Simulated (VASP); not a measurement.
Wanted: the native input for a VASP 6.6.1 run.

```yaml
Task: single point
Functional: PBE
Potentials_or_basis: VASP PAW PBE potentials, release 64 (Mg, Zn, Te)
Cutoff: 520 eV
k_mesh: 6 × 6 × 6
Occupations: gaussian, width 0.02 eV
Spin: no spin polarisation
Dipole_correction: no
Further_INCAR_settings: ALGO = Normal; EDIFF = 1e-06; NBANDS = 41
```

The structure of MgZn3Te4 lies in POSCAR:

```
MgZn3Te4
1.0
    6.2645665603      0.0000000000      0.0000000000
    0.0000000000      6.2645665603      0.0000000000
    0.0000000000      0.0000000000      6.2645665603
Mg Zn Te
1 3 4
Direct
    0.0000000000      0.0000000000      0.0000000000
    0.0000000000      0.5000000000      0.5000000000
    0.5000000000      0.0000000000      0.5000000000
    0.5000000000      0.5000000000      0.0000000000
    0.2567379732      0.2567379732      0.7432620268
    0.2567379732      0.7432620268      0.2567379732
    0.7432620268      0.2567379732      0.2567379732
    0.7432620268      0.7432620268      0.7432620268
```

These files were run (other wordings do the same):

INCAR

```
SYSTEM = MgZn3Te4
PREC = Accurate ; ENCUT = 520
EDIFF = 1E-6 ; ISMEAR = 0
SIGMA = 0.02 ; LREAL = .False.
LASPH = .True. ; NELM = 80
ALGO = Normal ; ISIF = 2
LWAVE = .False. ; LCHARG = .False.
GGA = PE ; NBANDS = 41
```

KPOINTS

```
regular mesh
0
Gamma
  6 6 6
  0 0 0
```

Potentials or basis: VASP PAW PBE potentials, release 64 (Mg, Zn, Te).

Launch:

```console
$ cat potpaw_PBE.64/Mg/POTCAR potpaw_PBE.64/Zn/POTCAR potpaw_PBE.64/Te/POTCAR > POTCAR
$ mpirun -np 1 vasp_std > vasp.out
```

It gave:

- Pressure: 0.0 GPa
- Largest force: 0.008 eV/Å
- Band gap on the k mesh: 1.24 eV, direct

Caveat: spin-orbit coupling is left out, which moves the levels of the heavy elements.

Run time: 6.3 min on 1 thread of Intel Xeon 6975P-C, on a shared host, peak memory 0.43 GiB.
